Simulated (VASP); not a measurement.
# In (R-3m) in VASP: notebook, part 2 of 2

VASP 6.6.1. Earlier steps stand in the parts before.

## (3) Electric field gradients, PBEsol (26.68 Å³/atom)

This run uses another cell than the first one, of 26.68 Å³/atom.

INCAR reads:

```
PREC = Accurate ; ENCUT = 520
EDIFF = 1E-8 ; ISMEAR = -1
SIGMA = 0.05 ; LREAL = False
LASPH = True ; NELM = 60
ALGO = Normal ; ISIF = 2
LWAVE = False ; LCHARG = False
GGA = PS ; LEFG = True
NBANDS = 26
```

KPOINTS reads:

```
Automatic mesh
0
Gamma
  14 14 14
```

POSCAR reads:

```
In
1.0
    1.6751838235      0.9671678314      8.2347307701
   -1.6751838235      0.9671678314      8.2347307701
    0.0000000000     -1.9343356629      8.2347307701
In
3
Direct
    0.0000000000      0.0000000000      0.0000000000
    0.7780122400      0.7780122400      0.7780122400
    0.2219877600      0.2219877600      0.2219877600
```

Potentials or basis: VASP PAW PBE potentials, release 64 (In_d).

Run with:

```console
cat potpaw_PBE.64/In_d/POTCAR > POTCAR
mpirun -np 1 vasp_std > vasp.out
```

OUTCAR:

```text
PREC = Accurate
   ENCUT = 520
   EDIFF = 1E-8
   ISMEAR = -1
   LREAL = False
   LASPH = True
   NELM = 60
   ISIF = 2
   GGA = PS

 ion  position               nearest neighbor table
   1  0.000  0.000  0.000-   2 3.36   2 3.36   3 3.36   3 3.36   2 3.36   3 3.36
   2  0.778  0.778  0.778-   3 3.35   3 3.35   3 3.35   1 3.36   1 3.36   1 3.36
   3  0.222  0.222  0.222-   2 3.35   2 3.35   2 3.35   1 3.36   1 3.36   1 3.36

  LATTYP: Found a trigonal (rhomboedric) cell.
 ALAT       =     8.4588678505
 COS(alpha) =     0.9215612875

  Lattice vectors:

 A1 = (   1.6751838235,   0.9671678314,   8.2347307701)
 A2 = (  -1.6751838235,   0.9671678314,   8.2347307701)
 A3 = (   0.0000000000,  -1.9343356629,   8.2347307701)

Analysis of symmetry for initial positions (statically):
=====================================================================
 Subroutine PRICEL returns:
 Original cell was already a primitive cell.
[... 893 lines left out ...]
     0.000000000 -1.934335663  8.234730770     0.000000000 -0.344648904  0.040478959

 POSITION                                       TOTAL-FORCE (eV/Angst)
 -----------------------------------------------------------------------------------
      0.00000      0.00000      0.00000         0.000000     -0.000000      0.000000
      0.00000     -0.00000     19.22016         0.000000      0.000000     -0.010667
      0.00000     -0.00000      5.48403         0.000000     -0.000000      0.010667
 -----------------------------------------------------------------------------------
    total drift:                                0.000000      0.000000     -0.000000

  FREE ENERGIE OF THE ION-ELECTRON SYSTEM (eV)
  ---------------------------------------------------
  free  energy   TOTEN  =        -8.9231191479 eV

  energy  without entropy=       -8.9101727143  energy(sigma->0) =       -8.91664593

 Electric field gradients (V/A^2)
---------------------------------------------------------------------
 ion       V_xx      V_yy      V_zz      V_xy      V_xz      V_yz
---------------------------------------------------------------------
   1      -1.232    -1.232     2.463     0.000     0.000     0.000
   2       2.236     2.236    -4.471     0.000     0.000     0.000
   3       2.236     2.236    -4.471     0.000    -0.000     0.000
---------------------------------------------------------------------

 Electric field gradients after diagonalization (V/A^2)
 (convention: |V_zz| > |V_xx| > |V_yy|)
----------------------------------------------------------------------
 ion       V_xx      V_yy      V_zz     asymmetry (V_yy - V_xx)/ V_zz
----------------------------------------------------------------------
   1      -1.232    -1.232     2.463       0.000
   2       2.236     2.236    -4.471       0.000
   3       2.236     2.236    -4.471       0.000
----------------------------------------------------------------------

           NMR quadrupolar parameters

 Cq : quadrupolar parameter    Cq=e*Q*V_zz/h
 eta: asymmetry parameters     (V_yy - V_xx)/ V_zz
 Q  : nuclear electric quadrupole moment in mb (millibarn)
----------------------------------------------------------------------
 ion       Cq(MHz)       eta       Q (mb)
----------------------------------------------------------------------
   1       0.006       0.000       1.000
   2      -0.011       0.000       1.000
   3      -0.011       0.000       1.000
----------------------------------------------------------------------
```

OSZICAR:

```text
N       E                     dE             d eps       ncg     rms          rms(c)
DAV:   1     0.347186273326E+03    0.34719E+03   -0.18743E+04 14976   0.202E+03
DAV:   2     0.208375965531E+02   -0.32635E+03   -0.32207E+03 15000   0.441E+02
DAV:   3    -0.800335839897E+01   -0.28841E+02   -0.28569E+02 17856   0.158E+02
DAV:   4    -0.899225538825E+01   -0.98890E+00   -0.98754E+00 18244   0.324E+01
DAV:   5    -0.904535917520E+01   -0.53104E-01   -0.53100E-01 23770   0.569E+00    0.379E+00
DAV:   6    -0.894352659066E+01    0.10183E+00   -0.20910E-01 19448   0.672E+00    0.177E+00
DAV:   7    -0.892474432191E+01    0.18782E-01   -0.58288E-02 20328   0.318E+00    0.427E-01
DAV:   8    -0.892310720549E+01    0.16371E-02   -0.35492E-03 17750   0.819E-01    0.378E-02
DAV:   9    -0.892311642704E+01   -0.92215E-05   -0.13273E-04 25314   0.100E-01    0.250E-02
DAV:  10    -0.892311891227E+01   -0.24852E-05   -0.72681E-06 19310   0.356E-02    0.225E-03
DAV:  11    -0.892311917167E+01   -0.25940E-06   -0.59259E-07 20200   0.134E-02    0.106E-03
DAV:  12    -0.892311918284E+01   -0.11170E-07   -0.31420E-08 13766   0.192E-03    0.455E-04
DAV:  13    -0.892311915092E+01    0.31922E-07   -0.83478E-09  8854   0.223E-03    0.860E-05
DAV:  14    -0.892311914788E+01    0.30359E-08   -0.21326E-09  8494   0.112E-03
   1 F= -.89231191E+01 E0= -.89166459E+01  d E =-.129464E-01
```

stdout:

```text
POSCAR found type information on POSCAR In
 POSCAR found :  1 types and       3 ions
 scaLAPACK will be used
 -----------------------------------------------------------------------------
|                                                                             |
|                                                                             |
|     You enforced a specific xc type in the INCAR file but a different       |
|     I HOPE YOU KNOW WHAT YOU ARE DOING!                                     |
|                                                                             |
 -----------------------------------------------------------------------------

 LDA part: xc-table for (Slater+PW92), standard interpolation
 POSCAR, INCAR and KPOINTS ok, starting setup
 FFT: planning ... GRIDC
 FFT: planning ... GRID_SOFT
 FFT: planning ... GRID
 WAVECAR not read
 entering main loop
ion   1

ion   2

ion   3
```

It took 48 min on 1 thread of Oxide Virtual Turin-like, shared host; peak memory 0.78 GiB.

What came out:

```
Free energy                             : -8.9231 eV
Pressure                                : -1.6 GPa
Largest force                           : 0.011 eV/Å
Band gap on the k mesh                  : zero (an odd number of electrons rules out a gap without spin polarisation)
Largest electric field gradient by atom : In +2.5, -4.5 (each value once) V/Å²
```

Forces in eV/Å, atoms in the order of the input:
```
In   0.000  0.000  0.000
In   0.000  0.000 -0.011
In   0.000  0.000  0.011
```

Stress tensor (GPa, compression positive):
```
-1.68  0.00  0.00
 0.00 -1.68  0.00
 0.00  0.00 -1.44
```

Levels at points of the mesh, in eV from the Fermi level:
| k point | band 15 | band 16 | band 17 | band 18 | band 19 | band 20 | band 21 | band 22 | band 23 | band 24 |
| --- | --- | --- | --- | --- | --- | --- | --- | --- | --- | --- |
| (0.00, 0.00, 0.00) | -14.26 | -9.44 | -7.02 | -6.99 | 0.46 | 0.48 | 8.65 | 8.65 | 8.73 | 8.73 |
| (0.50, 0.00, 0.00) | -14.20 | -4.77 | -4.16 | -3.03 | -2.72 | -1.15 | -1.07 | 3.24 | 4.02 | 4.68 |
| (0.50, 0.50, 0.00) | -14.19 | -4.51 | -4.24 | -3.49 | -3.01 | -0.42 | -0.35 | 1.87 | 3.30 | 3.99 |
| (0.50, 0.50, 0.50) | -14.23 | -8.85 | -8.83 | -4.38 | -3.33 | 5.71 | 5.76 | 8.24 | 8.24 | 9.60 |

Electric field gradients, principal values (V/Å²):
| atom | least | middle | greatest (by size) |
| --- | --- | --- | --- |
| 1 In | -1.232 | -1.232 | 2.463 |
| 2 In | 2.236 | 2.236 | -4.471 |
| 3 In | 2.236 | 2.236 | -4.471 |

Caveat: without QUAD_EFG the Cq values of the log hold for a quadrupole moment of 1 mb, not for the nuclei; the PAW data sets were made with another functional, which shifts forces and pressure a little; spin-orbit coupling is left out, which moves the levels of the heavy elements.
